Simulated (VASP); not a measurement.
Runs of VASP 6.6.1 on Si3Ge. The structure is that of space group P-4m2 (No. 115), or close to it. The cells are those of the table. 

```csv
task,level,spin,cell,k mesh,cutoff (eV),smearing,grid for exact exchange (PRECFOCK),screening parameter,gap on the mesh (eV),pressure (GPa),relaxed volume (Å³/atom),largest force (eV/Å)
single point,PBE,off,"a = 3.916, b = 3.916, c = 5.521 Å, 4 atoms",6 × 6 × 4,520,fermi-dirac 0.02 eV,-,-,0.40,-0.1,-,-
single point,HSE06,off,"a = 3.888, b = 3.888, c = 5.484 Å, 4 atoms",4 × 4 × 4,520,gaussian 0.01 eV,Normal,0.2079 1/Å,(c),-0.1,-,0.05
single point,PBE,off,"a = 3.888, b = 3.888, c = 5.484 Å, 4 atoms",4 × 4 × 4,520,gaussian 0.01 eV,-,-,0.38,(b),-,0.10
single point,PBE,off,"a = 3.888, b = 3.888, c = 5.484 Å, 4 atoms",6 × 6 × 6,520,fermi-dirac 0.02 eV,-,-,0.38,1.7,-,0.09
relaxation of cell and atoms,PBE,off,"relaxed from a = 3.699, b = 3.699, c = 5.231 Å, 4 atoms",6 × 6 × 4,600,fermi-dirac 0.02 eV,-,-,0.39,0.0,21.15,-
single point,r2SCAN,off,"a = 3.888, b = 3.888, c = 5.484 Å, 4 atoms",6 × 6 × 6,520,gaussian 0.01 eV,-,-,0.58,-0.1,-,0.02
single point,r2SCAN,off,"a = 3.888, b = 3.888, c = 5.484 Å, 4 atoms",6 × 6 × 4,520,fermi-dirac 0.02 eV,-,-,0.58,-0.1,-,0.02
relaxation of cell and atoms,r2SCAN,off,"relaxed from a = 3.916, b = 3.916, c = 5.521 Å, 4 atoms",6 × 6 × 4,600,fermi-dirac 0.02 eV,-,-,0.57,0.0,(a),-
single point,PBE,"non-collinear, zero start, SOC","a = 3.888, b = 3.888, c = 5.484 Å, 4 atoms",6 × 6 × 6,520,fermi-dirac 0.02 eV,-,-,-,1.7,-,0.09
```

Alike in all rows: potentials or basis VASP PAW PBE potentials, release 64 (Si, Ge_d).

Q: Estimate the missing entries.

A: (a) 20.70; (b) 1.8; (c) 0.96.

Caveats: the PAW data sets were made with another functional, which shifts forces and pressure a little (some runs); the volume moved by over 15 % at a fixed basis, so the end points are rough (some runs).

A k mesh can miss the band edges, and rows without SOC leave out spin-orbit coupling on Ge.
